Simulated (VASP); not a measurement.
Wanted: the native input for a VASP 6.6.1 run.

```yaml
Task: single point
Functional: PBEsol
Potentials_or_basis: VASP PAW PBE potentials, release 64 (P)
Cutoff: 500 eV
k_mesh: 18 × 18 × 18
Occupations: gaussian, width 0.1 eV
Spin: no spin polarisation
Dipole_correction: no
Further_INCAR_settings: ALGO = Normal; EDIFF = 1e-06; NBANDS = 8
```

The structure of P lies in POSCAR:

```
P
1.0
    2.3773473632      0.0000000000      0.0000000000
    0.0000000000      2.3773473632      0.0000000000
    0.0000000000      0.0000000000      2.3773473632
P
1
Direct
    0.0000000000      0.0000000000      0.0000000000
```

The input as run:

INCAR

```
SYSTEM = P
ALGO     = Normal         ! electronic algorithm
EDIFF    = 1E-6           ! SCF threshold, eV
ENCUT    = 500            ! plane-wave cutoff, eV
GGA      = PS             ! functional
GGA_COMPAT= .False.      
ISIF     = 2              ! what is computed and relaxed
ISMEAR   = 0              ! smearing method
LASPH    = .True.         ! aspherical terms in the spheres
LCHARG   = .False.        ! write CHGCAR
LREAL    = .False.        ! projectors in reciprocal space
LWAVE    = .False.        ! write WAVECAR
NBANDS   = 8              ! bands
NELM     = 120            ! most SCF steps
PREC     = Accurate       ! precision mode
SIGMA    = 0.1            ! smearing width, eV
```

KPOINTS

```
k-points
0
Gamma
  18 18 18
  0 0 0
```

Potentials or basis: VASP PAW PBE potentials, release 64 (P).

The run is started by

```console
$ cat potpaw_PBE.64/P/POTCAR > POTCAR
$ mpirun -np 1 vasp_std > vasp.out
```

Results of the run:

```json
{
  "Pressure": "7.6 GPa"
}
```

Caveat: the PAW data sets were made with another functional, which shifts forces and pressure a little.

Run time: 8.3 s on 1 thread of Intel(R) Xeon(R) Platinum 8488C (Sapphire Rapids), on a shared host, peak memory 0.13 GiB.
